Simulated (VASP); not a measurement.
Input of a VASP 6.6.1 run:

Contents of INCAR:

```
SYSTEM = TiAl
PREC = Accurate
ENCUT = 500
EDIFF = 1E-7
ISMEAR = 0
SIGMA = 0.1
LREAL = .FALSE.
LASPH = .TRUE.
NELM = 120
ALGO = Normal
ISIF = 3
LWAVE = .FALSE.
LCHARG = .FALSE.
GGA = PE
IBRION = 2
NSW = 100
EDIFFG = -0.05
GGA_COMPAT = .FALSE.
NELMIN = 4
```

The input KPOINTS:

```
Automatic mesh
0
G
  6 6 6
  0 0 0
```

Contents of POSCAR:

```
TiAl
1.0
    3.0305948987      0.0000000000      0.0000000000
    0.0000000000      3.0305948987      0.0000000000
    0.0000000000      0.0000000000      3.0305948987
Al Ti
1 1
Direct
    0.0000000000      0.0000000000      0.0000000000
    0.5000000000      0.5000000000      0.5000000000
```

Potentials or basis: VASP PAW PBE potentials, release 64 (Al, Ti_sv).

The run is started by

```bash
$ cat potpaw_PBE.64/Al/POTCAR potpaw_PBE.64/Ti_sv/POTCAR > POTCAR
$ mpirun -np 1 vasp_std > vasp.out
```

Question: What does it give for the space group after relaxing (to 0.05 Å)?

Answer: Pm-3m (No. 221).

Question: Estimate the relaxed volume.

Answer: 16.15 Å³/atom.

Question: Predict the relaxed cell.

Answer: a = 3.185 Å, b = 3.185 Å, c = 3.185 Å, α = 90.00°, β = 90.00°, γ = 90.00°.

The path:
| step | energy change (eV) | largest force (eV/Å) | pressure (GPa) | volume (Å³) |
| --- | --- | --- | --- | --- |
| 1 | 0.0000 | 0.0000 | 22.30 | 27.83 |
| 2 | -0.1205 | 0.0000 | -10.52 | 36.39 |
| 3 | -0.2725 | 0.0000 | -0.16 | 32.30 |

Caveat: the volume moved by over 15 % at a fixed basis, so the end points are rough; the volume moved by +16 % from the deposited cell, more than functionals usually miss. Zero-point motion and thermal expansion aren't in these numbers.
